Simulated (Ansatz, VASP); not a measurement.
**ZrS: VASP beside Ansatz**

The input INCAR:

```
SYSTEM = ZrS
PREC = Accurate
ENCUT = 520
EDIFF = 1E-6
ISMEAR = 0
SIGMA = 0.15
LREAL = .False.
LASPH = .True.
NELM = 60
ALGO = Normal
ISIF = 2
LWAVE = .False.
LCHARG = .True.
GGA = PS
LELF = .True.
LVHAR = .True.
NBANDS = 16
```

Contents of KPOINTS:

```
regular mesh
0
Gamma
  16 16 16
  0 0 0
```

Contents of POSCAR:

```
ZrS
1.0
    0.0000000000      2.5876392549      2.6435693601
    2.5189214351      0.0000000000      2.6435693601
    2.5189214351      2.5876392549      0.0000000000
Zr S
1 1
Direct
    0.0000000000      0.0000000000      0.0000000000
    0.5000000000      0.5000000000      0.5000000000
```

Input for Ansatz:

```yaml
crystal:
  lattice:
    - [0.0, 2.5876392549, 2.6435693601]
    - [2.5189214351, 0.0, 2.6435693601]
    - [2.5189214351, 2.5876392549, 0.0]
  atoms:
    - { symbol: Zr, position: [0.0, 0.0, 0.0] }
    - { symbol: S, position: [0.5, 0.5, 0.5] }
basis:
  ecutwfc: 420
kpoints:
  mp_grid: { grid: [16, 16, 16] }
hamiltonian:
  xc: pbesol
  pseudopotentials: { kind: paw, azcp: { folder: soft_1 } }
scf:
  occupations: { method: gaussian, width: 0.15 }
output:
  forces: true
  stress: true
  eigenvalues: true
```

Change from the starting cell: strain +e along x and -e along y -0.0133, strain +e along z and -e/2 along x and y +0.0233.

Alike in both runs: task single point; functional PBEsol; k mesh 16 × 16 × 16; occupations gaussian, width 0.15 eV; no spin polarisation.

|  | VASP | Ansatz |
| --- | --- | --- |
| version | VASP 6.6.1 | Ansatz 0.2.0 |
| potentials or method | VASP PAW PBE potentials, release 64 (Zr_sv, S), cutoff 520 eV | scalar-relativistic, plane waves, PAW |
| valence electrons in the cell | 18 | 18 |

VASP gave:

```
gap on the k mesh at the Fermi level (eV)                     : none
pressure (GPa)                                                : 1.0
traceless stress, the component that is largest in VASP (GPa) : 8.39
```

**Question.** Estimate Ansatz's values.

**Answer.** gap on the k mesh at the Fermi level (eV): none; pressure (GPa): 0.8; traceless stress, the component that is largest in VASP (GPa): 8.35.

VASP's potentials were made for PBE, not for PBEsol, and Ansatz warns of the same on its side. A gap of «none» marks a metal or a gap that the smearing closes.
